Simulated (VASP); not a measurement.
Here is a VASP 6.6.1 calculation.

File POSCAR:

```
Si3N4
1.0
    7.6056354761      0.0000000000      0.0000000000
   -3.8028177380      6.5866735342      0.0000000000
    0.0000000000      0.0000000000      2.9056594875
Si N
6 8
Direct
    0.7693834470      0.1754259185      0.2500000000
    0.5939575286      0.7693834470      0.7500000000
    0.8245740815      0.5939575286      0.2500000000
    0.2306165530      0.8245740815      0.7500000000
    0.4060424714      0.2306165530      0.2500000000
    0.1754259185      0.4060424714      0.7500000000
    0.0312571201      0.3303147533      0.2500000000
    0.7009423668      0.0312571201      0.7500000000
    0.6696852467      0.7009423668      0.2500000000
    0.9687428799      0.6696852467      0.7500000000
    0.2990576332      0.9687428799      0.2500000000
    0.3303147533      0.2990576332      0.7500000000
    0.6666666667      0.3333333333      0.2500000000
    0.3333333333      0.6666666667      0.7500000000
```

INCAR.step1

```
SYSTEM = Si3N4
PREC = Accurate
ENCUT = 520
ISMEAR = 0
SIGMA = 0.01
LREAL = .False.
LASPH = .True.
NELM = 80
NBANDS = 45
GGA = PE
ALGO = Normal
EDIFF = 1E-4
LWAVE = .True.
LCHARG = .False.
```

Contents of INCAR.step2:

```
SYSTEM = Si3N4
PREC = Accurate
ENCUT = 520
EDIFF = 1E-6
ISMEAR = 0
SIGMA = 0.01
LREAL = .False.
LASPH = .True.
NELM = 80
ALGO = Normal
ISIF = 2
LWAVE = .False.
LCHARG = .True.
METAGGA = R2SCAN
LMIXTAU = .True.
LELF = .True.
LVHAR = .True.
NBANDS = 45
ISTART = 1
```

KPOINTS

```
Automatic mesh
0
Gamma
  6 6 8
  0 0 0
```

Potentials or basis: VASP PAW PBE potentials, release 64 (Si, N).

Launch:

```console
$ cat potpaw_PBE.64/Si/POTCAR potpaw_PBE.64/N/POTCAR > POTCAR
$ cp INCAR.step1 INCAR
$ mpirun -np 1 vasp_std > vasp.out
$ cp INCAR.step2 INCAR
$ mpirun -np 1 vasp_std > vasp.out
```

Question: Predict the pressure.

Answer: -0.2 GPa.

Question: Estimate the band gap on the k mesh.

Answer: 5.00 eV, indirect (least direct gap 5.20 eV).

Caveat: the PAW data sets were made with another functional, which shifts forces and pressure a little. A k mesh can miss the band edges.
